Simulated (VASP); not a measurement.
# CaO (Fm-3m) in VASP: settings compared, part 2 of 2

VASP 6.6.1.

## 4. Single point, RPBE

The input, INCAR:

```
PREC = Accurate ; ENCUT = 520
EDIFF = 1E-6 ; ISMEAR = -1
SIGMA = 0.05 ; LREAL = False
LASPH = True ; NELM = 100
ALGO = Normal ; ISIF = 2
LWAVE = False ; LCHARG = False
GGA = RP ; NBANDS = 15
```

The input, KPOINTS:

```
Automatic mesh
0
Gamma
  10 10 10
```

The input, POSCAR:

```
CaO
1.0
    0.0000000000      2.4035556960      2.4035556960
    2.4035556960      0.0000000000      2.4035556960
    2.4035556960      2.4035556960      0.0000000000
Ca O
1 1
Direct
    0.0000000000      0.0000000000      0.0000000000
    0.5000000000      0.5000000000      0.5000000000
```

Potentials or basis: VASP PAW PBE potentials, release 64 (Ca_sv, O).

Started as:

```console
$ cat potpaw_PBE.64/Ca_sv/POTCAR potpaw_PBE.64/O/POTCAR > POTCAR
$ mpirun -np 1 vasp_std > vasp.out
```

OUTCAR:

```text
PREC = Accurate
   ENCUT = 520
   EDIFF = 1E-6
   ISMEAR = -1
   LREAL = False
   LASPH = True
   NELM = 100
   ISIF = 2
   GGA = RP

 ion  position               nearest neighbor table
   1  0.000  0.000  0.000-   2 2.40   2 2.40   2 2.40   2 2.40   2 2.40   2 2.40
   2  0.500  0.500  0.500-   1 2.40   1 2.40   1 2.40   1 2.40   1 2.40   1 2.40

  LATTYP: Found a face centered cubic cell.
 ALAT       =     4.8071113920

  Lattice vectors:

 A1 = (   0.0000000000,   2.4035556960,   2.4035556960)
 A2 = (   2.4035556960,   0.0000000000,   2.4035556960)
 A3 = (   2.4035556960,   2.4035556960,   0.0000000000)

Analysis of symmetry for initial positions (statically):
=====================================================================
 Subroutine PRICEL returns:
 Original cell was already a primitive cell.

 Routine SETGRP: Setting up the symmetry group for a
 face centered cubic supercell.

 Subroutine GETGRP returns: Found 48 space group operations
 (whereof 48 operations were pure point group operations)
 out of a pool of 48 trial point group operations.

The static configuration has the point symmetry O_h .

Analysis of symmetry for dynamics (positions and initial velocities):
=====================================================================
 Subroutine PRICEL returns:
 Original cell was already a primitive cell.

 Routine SETGRP: Setting up the symmetry group for a
 face centered cubic supercell.

 Subroutine GETGRP returns: Found 48 space group operations
 (whereof 48 operations were pure point group operations)
 out of a pool of 48 trial point group operations.

The dynamic configuration has the point symmetry O_h .

 Subroutine INISYM returns: Found 48 space group operations
 (whereof 48 operations are pure point group operations),
 and found     1 'primitive' translations

----------------------------------------------------------------------------------------

                                     Primitive cell
[... 120 lines left out ...]
   LEPSILON=     F    determine dielectric tensor
   LRPA    =     F    only Hartree local field effects (RPA)
 non-spin polarized calculation
  energy-cutoff  :      520.00
  volume of cell :       27.77
 maximum number of plane-waves:       763
 NGX is ok and might be reduce to    28
   NGX = 13   NGY = 13   NGZ = 13

 number of electron      15.9999997 magnetization

 Free energy of the ion-electron system (eV)
  ---------------------------------------------------
  ext. energy  EPLUGINS =         0.00000000
  ---------------------------------------------------
  free energy    TOTEN  =       -12.06759210 eV

  energy without entropy =      -12.06759210  energy(sigma->0) =      -12.06759210

 E-fermi :   3.6288     XC(G=0): -10.2019

 val. band max:        2.5244535578   @ k =   0.0000   0.0000   0.0000
 cond. band min:       6.2688763391   @ k =   0.5000   0.5000   0.0000
 fundamental gap:      3.7444227813
 Fermi energy:         3.6287984747

 k-point     1 :       0.0000    0.0000    0.0000
  band No.  band energies     occupation
      1     -35.2733      2.00000
      2     -15.9823      2.00000
      3     -15.9823      2.00000
      4     -15.9823      2.00000
      5     -13.0999      2.00000
      6       2.5245      2.00000
      7       2.5245      2.00000
      8       2.5245      2.00000
      9       7.3865      0.00000
     10       8.8112      0.00000
     11       8.8112      0.00000
     12       8.8112      0.00000
     13      10.2663      0.00000
     14      10.2663      0.00000
[... 401 lines left out ...]
      2     -16.6105      2.00000
      3     -16.1762      2.00000
      4     -16.1499      2.00000
      5     -12.5931      2.00000
      6       0.8691      2.00000
      7       1.9782      2.00000
      8       2.0752      2.00000
      9       6.9294      0.00000
     10      10.2455      0.00000
     11      11.2976      0.00000
     12      11.3987      0.00000
     13      11.5275      0.00000
     14      13.4058      0.00000
     15      18.2438      0.00000

 [... further k-points ...]

------------------------ aborting loop because EDIFF is reached ----------------------------------------

  FORCE on cell =-STRESS in cart. coord.  units (eV):
  Direction    XX          YY          ZZ          XY          YZ          ZX
  --------------------------------------------------------------------------------------
  -------------------------------------------------------------------------------------
  Total        1.0368628      1.0368628      1.0368628     -0.0000000     -0.0000000     -0.0000000
  in kB       59.8190210     59.8190210     59.8190210     -0.0000000     -0.0000000     -0.0000000
  external PRESSURE =      59.8190210 kB  Pullay stress =       0.0000000 kB

 VOLUME and BASIS-vectors are now :
 -----------------------------------------------------------------------------
  energy-cutoff  :      520.00
  volume of cell :       27.77
      direct lattice vectors                 reciprocal lattice vectors
     0.000000000  2.403555696  2.403555696    -0.208025136  0.208025136  0.208025136
     2.403555696  0.000000000  2.403555696     0.208025136 -0.208025136  0.208025136
     2.403555696  2.403555696  0.000000000     0.208025136  0.208025136 -0.208025136

 POSITION                                       TOTAL-FORCE (eV/Angst)
 -----------------------------------------------------------------------------------
      0.00000      0.00000      0.00000         0.000000     -0.000000      0.000000
      2.40356      2.40356      2.40356        -0.000000      0.000000     -0.000000
 -----------------------------------------------------------------------------------
    total drift:                                0.000000      0.000000      0.000000

  FREE ENERGIE OF THE ION-ELECTRON SYSTEM (eV)
  ---------------------------------------------------
  free  energy   TOTEN  =       -12.0675920980 eV

  energy  without entropy=      -12.0675920980  energy(sigma->0) =      -12.06759210
```

OSZICAR:

```text
N       E                     dE             d eps       ncg     rms          rms(c)
DAV:   1     0.124404264534E+03    0.12440E+03   -0.83042E+03  1410   0.109E+03
DAV:   2    -0.850657727473E+01   -0.13291E+03   -0.12350E+03  1760   0.290E+02
DAV:   3    -0.136084296497E+02   -0.51019E+01   -0.50651E+01  1684   0.590E+01
DAV:   4    -0.137515175150E+02   -0.14309E+00   -0.14300E+00  2000   0.864E+00
DAV:   5    -0.137527147263E+02   -0.11972E-02   -0.11972E-02  1686   0.774E-01    0.861E+00
DAV:   6    -0.120982272464E+02    0.16545E+01   -0.50702E+00  1614   0.220E+01    0.352E+00
DAV:   7    -0.120509140791E+02    0.47313E-01   -0.40363E-01  1564   0.652E+00    0.183E+00
DAV:   8    -0.120685961670E+02   -0.17682E-01   -0.89008E-02  1838   0.318E+00    0.465E-01
DAV:   9    -0.120663769545E+02    0.22192E-02   -0.53044E-03  1438   0.629E-01    0.120E-01
DAV:  10    -0.120676088695E+02   -0.12319E-02   -0.15922E-03  1669   0.332E-01    0.430E-02
DAV:  11    -0.120675900683E+02    0.18801E-04   -0.78198E-05  1686   0.922E-02    0.669E-03
DAV:  12    -0.120675916453E+02   -0.15770E-05   -0.16773E-05  1620   0.334E-02    0.339E-03
DAV:  13    -0.120675920980E+02   -0.45273E-06   -0.83091E-07  1456   0.752E-03
   1 F= -.12067592E+02 E0= -.12067592E+02  d E =-.446516E-11
```

Run time: 18 s. Hardware: 1 thread of Intel Xeon Platinum 8375C at 2.90GHz (Ice Lake), shared host; peak memory 0.16 GiB.

What came out:

| Property | Result |
| --- | --- |
| Free energy | -12.0676 eV |
| Pressure | 6.0 GPa |
| Band gap on the k mesh | 3.74 eV, indirect (least direct gap 4.12 eV) |

Caveat: the PAW data sets were made with another functional, which shifts forces and pressure a little. RPBE gaps usually lie below the measured ones, often by a third to a half.

## 5. Single point, PBE

The input, INCAR:

```
SYSTEM = CaO
ALGO = Normal ; EDIFF = 1E-6
ENCUT = 520 ; GGA = PE
ISIF = 2 ; ISMEAR = 0
LASPH = .True. ; LCHARG = .True.
LELF = .True. ; LREAL = .False.
LVHAR = .True. ; LWAVE = .False.
NBANDS = 15 ; NELM = 100
PREC = Accurate ; SIGMA = 0.028999999999999998
```

The input, KPOINTS:

```
k-points
0
Gamma
  10 10 10
  0 0 0
```

POSCAR is that of step 4.

Started as:

```console
$ cat potpaw_PBE.64/Ca_sv/POTCAR potpaw_PBE.64/O/POTCAR > POTCAR
$ mpirun -np 1 vasp_std > vasp.out
```

Run time: 23 s. Hardware: 1 thread of Intel Xeon Platinum 8375C at 2.90GHz (Ice Lake), shared host; peak memory 0.17 GiB.

Results (log left out):

| Quantity | Value |
| --- | --- |
| Free energy | -12.8014 eV |
| Pressure | 2.2 GPa |
| Band gap on the k mesh | 3.64 eV, indirect (least direct gap 4.01 eV) |

Levels at points of the mesh, in eV from the valence-band top:
```
           k point  band 4  band 5  band 6  band 7  band 8  band 9  band 10  band 11  band 12  band 13
(0.00, 0.00, 0.00)  -18.40  -15.53    0.00    0.00    0.00    4.71     6.22     6.22     6.22     7.73
(0.50, 0.00, 0.00)  -18.46  -14.34   -2.64   -1.20   -1.20    7.05     8.35     8.35     8.50    10.42
(0.50, 0.50, 0.00)  -18.63  -15.29   -1.30   -0.37   -0.37    3.64     8.04     8.89     9.53     9.53
```

## 6. Overview

```tsv
level	k mesh	smearing	gap on the mesh (eV)	pressure (GPa)
PBE	5 × 5 × 5	fermi-dirac 0.02 eV	3.82	2.2
PBE	10 × 10 × 10	gaussian 0.012 eV	3.64	2.2
RPBE	10 × 10 × 10	fermi-dirac 0.05 eV	3.74	6.0
PBE	10 × 10 × 10	gaussian 0.029 eV	3.64	2.2
```

Alike in all rows: task single point; potentials or basis VASP PAW PBE potentials, release 64 (Ca_sv, O); no spin polarisation; cell as given; cutoff (eV) 520.

Caveats: some runs use coarse meshes; the PAW data sets were made with another functional, which shifts forces and pressure a little (some runs).

Total energies depend on the potentials used, so only differences within one code and one set of settings carry meaning.
